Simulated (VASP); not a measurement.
# CuO (P-6m2) in VASP: a series of runs

The runs below take CuO through single point, with LDA+U.

All numbers are computed with VASP 6.6.1; they aren't measurements. Logs are shortened: lines on timing, memory, paths and dates and some standing lists are left out, and cuts for length are marked.

### Step 1. The cell of the first run

Symmetry: P-6m2, No. 187, hexagonal system. Conventional cell: a = 2.836 Å, b = 2.836 Å, c = 2.768 Å, α = 90.00°, β = 90.00°, γ = 120.00°. Within 2.9 Å of Cu (site symmetry -6m2) lie 6 O at 2.14 Å and 8 Cu at 2.77 to 2.84 Å. O (site symmetry -6m2) has 6 Cu at 2.14 Å and 8 O at 2.77 to 2.84 Å within 2.9 Å.

### Step 2. Single point, LDA+U, collinear spin

The input, INCAR:

```
SYSTEM = CuO
PREC     = Accurate       ! precision mode
ENCUT    = 600            ! plane-wave cutoff, eV
EDIFF    = 1E-6           ! SCF threshold, eV
ISMEAR   = 0              ! smearing method
SIGMA    = 0.05           ! smearing width, eV
LREAL    = .FALSE.        ! projectors in reciprocal space
LASPH    = .TRUE.         ! aspherical terms in the spheres
NELM     = 200            ! most SCF steps
ALGO     = Normal         ! electronic algorithm
ISIF     = 2              ! what is computed and relaxed
LWAVE    = .FALSE.        ! write WAVECAR
LCHARG   = .FALSE.        ! write CHGCAR
ISPIN    = 2              ! spin polarisation
MAGMOM   = 1 0            ! initial moments
LORBIT   = 11             ! projections on sites
LMAXMIX  = 4              ! l up to which the mixer works
LDAU     = .TRUE.         ! DFT+U
LDAUTYPE = 2            
LDAUL    = 2 -1           ! shell
LDAUU    = 6 0            ! U, eV
LDAUJ    = 0 0          
LDAUPRINT= 1            
GGA      = CA             ! functional
NBANDS   = 20             ! bands
GGA_COMPAT= .FALSE.
```

The input, KPOINTS:

```
regular mesh
0
G
  8 8 7
  0 0 0
```

The input, POSCAR:

```
CuO
1.0
    2.8363251100      0.0000000000      0.0000000000
   -1.4181625500      2.4563296000      0.0000000000
    0.0000000000      0.0000000000      2.7681127800
Cu O
1 1
Direct
    0.0000000000      0.0000000000      0.0000000000
    0.6666666667      0.3333333333      0.5000000000
```

Potentials or basis: VASP PAW LDA potentials, release 64 (Cu, O).

Started as:

```bash
cat potpaw_LDA.64/Cu/POTCAR potpaw_LDA.64/O/POTCAR > POTCAR
mpirun -np 1 vasp_std > vasp.out
```

OUTCAR:

```text
SYSTEM = CuO
   PREC = Accurate
   ENCUT = 600
   EDIFF = 1E-6
   ISMEAR = 0
   LREAL = .FALSE.
   LASPH = .TRUE.
   NELM = 200
   ISIF = 2
   ISPIN = 2
   LORBIT = 11
   GGA = CA

 ion  position               nearest neighbor table
   1  0.000  0.000  0.000-   2 2.14   2 2.14   2 2.14   2 2.14   2 2.14   2 2.14
   2  0.667  0.333  0.500-   1 2.14   1 2.14   1 2.14   1 2.14   1 2.14   1 2.14

  LATTYP: Found a hexagonal cell.
 ALAT       =     2.8363251100
 C/A-ratio  =     0.9759504544

  Lattice vectors:

 A1 = (   2.8363251100,   0.0000000000,   0.0000000000)
 A2 = (  -1.4181625500,   2.4563296000,   0.0000000000)
 A3 = (   0.0000000000,   0.0000000000,   2.7681127800)

Analysis of symmetry for initial positions (statically):
=====================================================================
 Subroutine PRICEL returns:
 Original cell was already a primitive cell.

 Routine SETGRP: Setting up the symmetry group for a
 hexagonal supercell.

 Subroutine GETGRP returns: Found 12 space group operations
 (whereof 12 operations were pure point group operations)
 out of a pool of 24 trial point group operations.

The static configuration has the point symmetry D_3h.

Analysis of symmetry for dynamics (positions and initial velocities):
=====================================================================
 Subroutine PRICEL returns:
 Original cell was already a primitive cell.

 Routine SETGRP: Setting up the symmetry group for a
 hexagonal supercell.

 Subroutine GETGRP returns: Found 12 space group operations
 (whereof 12 operations were pure point group operations)
 out of a pool of 24 trial point group operations.

The dynamic configuration has the point symmetry D_3h.

Analysis of structural, dynamic, and magnetic symmetry:
=====================================================================
 Subroutine PRICEL returns:
 Original cell was already a primitive cell.

 Routine SETGRP: Setting up the symmetry group for a
 hexagonal supercell.

[... 165 lines left out ...]
  0.0000 -0.0000  0.0000  0.0000  0.9474

 occupancies and eigenvectors

  o =  0.7893  v =  0.0000  0.0000  0.0000  0.0000  0.0000 -0.0000  0.6081  0.0000 -0.7938 -0.0000      0.0000  0.0000  0.0000  0.0000  0.0000  0.0000  0.0000  0.0000  0.0000  0.0000
  o =  0.7893  v =  0.0000  0.0000  0.0000  0.0000  0.0000 -0.0000 -0.7938 -0.0000 -0.6081 -0.0000      0.0000  0.0000  0.0000  0.0000  0.0000  0.0000  0.0000  0.0000  0.0000  0.0000
  o =  0.9474  v =  0.0000  0.0000  0.0000  0.0000  0.0000  0.7456 -0.0000  0.0000  0.0000 -0.6663      0.0000  0.0000  0.0000  0.0000  0.0000  0.0000  0.0000  0.0000  0.0000  0.0000
  o =  0.9474  v =  0.0000  0.0000  0.0000  0.0000  0.0000  0.6663  0.0000  0.0000 -0.0000  0.7456      0.0000  0.0000  0.0000  0.0000  0.0000  0.0000  0.0000  0.0000  0.0000  0.0000
  o =  0.9685  v =  0.0000  0.0000  0.0000  0.0000  0.0000 -0.0000 -0.0000  1.0000  0.0000  0.0000      0.0000  0.0000  0.0000  0.0000  0.0000  0.0000  0.0000  0.0000  0.0000  0.0000
  o =  0.9695  v =  0.0000 -0.0000  1.0000 -0.0000 -0.0000  0.0000  0.0000  0.0000  0.0000  0.0000      0.0000  0.0000  0.0000  0.0000  0.0000  0.0000  0.0000  0.0000  0.0000  0.0000
  o =  0.9715  v = -0.2402  0.0000 -0.0000  0.0000 -0.9707  0.0000  0.0000  0.0000  0.0000  0.0000      0.0000  0.0000  0.0000  0.0000  0.0000  0.0000  0.0000  0.0000  0.0000  0.0000
  o =  0.9715  v =  0.9707  0.0000 -0.0000  0.0000 -0.2402  0.0000  0.0000  0.0000  0.0000  0.0000      0.0000  0.0000  0.0000  0.0000  0.0000  0.0000  0.0000  0.0000  0.0000  0.0000
  o =  0.9942  v =  0.0000 -0.6081 -0.0000  0.7938 -0.0000  0.0000  0.0000  0.0000  0.0000  0.0000      0.0000  0.0000  0.0000  0.0000  0.0000  0.0000  0.0000  0.0000  0.0000  0.0000
  o =  0.9942  v =  0.0000  0.7938  0.0000  0.6081  0.0000  0.0000  0.0000  0.0000  0.0000  0.0000      0.0000  0.0000  0.0000  0.0000  0.0000  0.0000  0.0000  0.0000  0.0000  0.0000

 number of electron      17.0000005 magnetization       1.0021606

 Free energy of the ion-electron system (eV)
  ---------------------------------------------------
  ext. energy  EPLUGINS =         0.00000000
  ---------------------------------------------------
  free energy    TOTEN  =        -8.98945901 eV

  energy without entropy =       -8.98872919  energy(sigma->0) =       -8.98909410

 E-fermi :   4.7362     XC(G=0): -12.7948

 val. band max:        4.6969056610   @ k =   0.1250  -0.0000   0.2857
 cond. band min:       4.7718589872   @ k =   0.1250   0.1250   0.1429
 fundamental gap:      0.0749533262
 Fermi energy:         4.7361851383

 spin component 1

 k-point     1 :       0.0000    0.0000    0.0000
  band No.  band energies     occupation
      1     -14.0472      1.00000
      2       0.2481      1.00000
      3       0.2481      1.00000
      4       0.3210      1.00000
      5       1.3207      1.00000
      6       1.3207      1.00000
[... 1097 lines left out ...]
     19      38.6584      0.00000
     20      40.7748      0.00000

 [... further k-points ...]
[... 5 lines left out ...]
  --------------------------------------------------------------------------------------
  -------------------------------------------------------------------------------------
  Total       -1.6421953     -1.6421953     -3.2295295     -0.0000000     -0.0000000      0.0000000
  in kB     -136.4297099   -136.4297100   -268.3016913     -0.0000003     -0.0000000      0.0000000
  external PRESSURE =    -180.3870370 kB  Pullay stress =       0.0000000 kB

 VOLUME and BASIS-vectors are now :
 -----------------------------------------------------------------------------
  energy-cutoff  :      600.00
  volume of cell :       19.29
      direct lattice vectors                 reciprocal lattice vectors
     2.836325110  0.000000000  0.000000000     0.352568892  0.203555744  0.000000000
    -1.418162550  2.456329600  0.000000000     0.000000000  0.407111489  0.000000000
     0.000000000  0.000000000  2.768112780     0.000000000  0.000000000  0.361256957

 POSITION                                       TOTAL-FORCE (eV/Angst)
 -----------------------------------------------------------------------------------
      0.00000      0.00000      0.00000        -0.000000      0.000000      0.000000
      1.41816      0.81878      1.38406         0.000000     -0.000000      0.000000
 -----------------------------------------------------------------------------------
    total drift:                               -0.000000      0.000000      0.000000

  FREE ENERGIE OF THE ION-ELECTRON SYSTEM (eV)
  ---------------------------------------------------
  free  energy   TOTEN  =        -8.9894590149 eV

  energy  without entropy=       -8.9887291936  energy(sigma->0) =       -8.98909410

 total charge

# of ion       s       p       d       tot
------------------------------------------
    1        0.293   0.309   9.321   9.923
    2        1.568   3.275   0.000   4.843
--------------------------------------------------
tot          1.860   3.584   9.321  14.766

 magnetization (x)

# of ion       s       p       d       tot
------------------------------------------
    1       -0.012  -0.003   0.458   0.444
    2        0.006   0.497   0.000   0.503
--------------------------------------------------
tot         -0.006   0.494   0.458   0.946
```

OSZICAR:

```text
N       E                     dE             d eps       ncg     rms          rms(c)
DAV:   1     0.110222669631E+03    0.11022E+03   -0.89495E+03  3736   0.159E+03
DAV:   2    -0.175720700846E+01   -0.11198E+03   -0.98723E+02  3288   0.297E+02
DAV:   3    -0.105344278556E+02   -0.87772E+01   -0.82209E+01  3568   0.730E+01
DAV:   4    -0.106425774310E+02   -0.10815E+00   -0.10793E+00  3664   0.816E+00
DAV:   5    -0.106434522711E+02   -0.87484E-03   -0.87482E-03  3552   0.750E-01    0.964E+00
DAV:   6    -0.101369407594E+02    0.50651E+00   -0.60712E+00  4384   0.976E+01    0.108E+01
DAV:   7    -0.896097174688E+01    0.11760E+01   -0.17060E+00  3992   0.579E+01    0.162E+00
DAV:   8    -0.899149800783E+01   -0.30526E-01   -0.17878E-01  3788   0.551E+00    0.112E+00
DAV:   9    -0.898103708041E+01    0.10461E-01   -0.12581E-02  4252   0.575E+00    0.107E+00
DAV:  10    -0.898746362789E+01   -0.64265E-02   -0.21999E-03  4432   0.112E+00    0.520E-01
DAV:  11    -0.898924374123E+01   -0.17801E-02   -0.11638E-03  3892   0.164E+00    0.141E-01
DAV:  12    -0.898944624501E+01   -0.20250E-03   -0.22638E-04  4060   0.319E-01    0.521E-02
DAV:  13    -0.898945862439E+01   -0.12379E-04   -0.33882E-05  4640   0.191E-01    0.115E-02
DAV:  14    -0.898945901493E+01   -0.39054E-06   -0.71033E-06  3656   0.334E-02
   1 F= -.89894590E+01 E0= -.89890941E+01  d E =-.729821E-03  mag=     1.0014
```

It took 10 s on 1 thread of Intel Xeon 6975P-C (Granite Rapids), shared host; peak memory 0.15 GiB.

Results:

* Free energy: -8.9895 eV
* Pressure: -18.0 GPa
* Band gap on the k mesh: zero (filled and empty bands overlap)
* Net moment: 1.00 μB per cell
* Site moments: Cu +0.44; O +0.50 μB
* Valence electrons inside the program's atomic spheres: Cu 9.92; O 4.84

Levels at points of the mesh, in eV from the Fermi level:
Spin up:
```csv
k point,band 7,band 8,band 9,band 10,band 11,band 12
"(0.00, 0.00, 0.00)",-2.50,-0.62,-0.62,1.68,14.99,17.09
"(0.50, 0.00, 0.00)",-2.46,-2.11,-0.36,6.55,9.11,15.21
```
Spin down:
```
           k point  band 4  band 5  band 6  band 7  band 8  band 9  band 10  band 11  band 12  band 13
(0.00, 0.00, 0.00)   -3.94   -1.71   -1.57   -1.57    0.24    0.24     1.97    15.12    17.22    17.22
(0.50, 0.00, 0.00)   -3.55   -2.68   -1.96   -1.69   -1.38    0.93     6.73     9.65    15.37    17.93
```

Eigenvalues of the final occupation matrices:
```tsv
site	spin	trace	eigenvalues
site 1 d	1	4.90	0.97 0.97 0.97 0.99 0.99
site 1 d	2	4.44	0.79 0.79 0.95 0.95 0.97
```

Caveat: the cell stands under tension; a cell with one magnetic atom can't hold antiferromagnetic order, which such compounds often take.

### Step 3. Single point, LDA+U, collinear spin

The input, INCAR:

```
SYSTEM = CuO
PREC = Accurate
ENCUT = 600
EDIFF = 1E-6
ISMEAR = 0
SIGMA = 0.05
LREAL = .False.
LASPH = .True.
NELM = 200
ALGO = Normal
ISIF = 2
LWAVE = .False.
LCHARG = .True.
ISPIN = 2
MAGMOM = 1 0
LORBIT = 11
LMAXMIX = 4
LDAU = .True.
LDAUTYPE = 2
LDAUL = 2 -1
LDAUU = 6 0
LDAUJ = 0 0
LDAUPRINT = 1
LELF = .True.
LVHAR = .True.
NBANDS = 20
GGA_COMPAT = .False.
```

The input, KPOINTS:

```
regular mesh
0
Gamma
  8 8 7
  0 0 0
```

POSCAR is that of step 2.

Potentials or basis: VASP PAW LDA potentials, release 64 (Cu, O).

Started as:

```bash
cat potpaw_LDA.64/Cu/POTCAR potpaw_LDA.64/O/POTCAR > POTCAR
mpirun -np 1 vasp_std > vasp.out
```

It took 11 s on 1 thread of Intel Xeon 6975P-C (Granite Rapids), shared host; peak memory 0.15 GiB.

Results (log left out):

```yaml
Free_energy: -8.9895 eV
Pressure: -18.0 GPa
Band_gap_on_the_k_mesh: zero (filled and empty bands overlap)
Net_moment: 1.00 μB per cell
Site_moments: Cu +0.44; O +0.50 μB
Valence_electrons_inside_the_program's_atomic_spheres: Cu 9.92; O 4.84
```

Stress tensor (GPa, compression positive):
```
-13.64   0.00   0.00
  0.00 -13.64   0.00
  0.00   0.00 -26.83
```

Levels at points of the mesh, in eV from the Fermi level:
Spin up:
```tsv
k point	band 5	band 6	band 7	band 8	band 9	band 10	band 11	band 12	band 13	band 14
(0.00, 0.00, 0.00)	-3.42	-3.42	-2.50	-0.62	-0.62	1.68	14.99	17.09	17.09	19.08
(0.50, 0.00, 0.00)	-3.52	-3.29	-2.46	-2.11	-0.36	6.55	9.11	15.21	17.65	17.90
```
Spin down:
| k point | band 6 | band 7 | band 8 | band 9 | band 10 | band 11 |
| --- | --- | --- | --- | --- | --- | --- |
| (0.00, 0.00, 0.00) | -1.57 | -1.57 | 0.24 | 0.24 | 1.97 | 15.12 |
| (0.50, 0.00, 0.00) | -1.96 | -1.69 | -1.38 | 0.93 | 6.73 | 9.65 |

Eigenvalues of the final occupation matrices:
| site | spin | trace | eigenvalues |
| --- | --- | --- | --- |
| site 1 d | 1 | 4.90 | 0.97 0.97 0.97 0.99 0.99 |
| site 1 d | 2 | 4.44 | 0.79 0.79 0.95 0.95 0.97 |

Caveat: the cell stands under tension; a cell with one magnetic atom can't hold antiferromagnetic order, which such compounds often take.
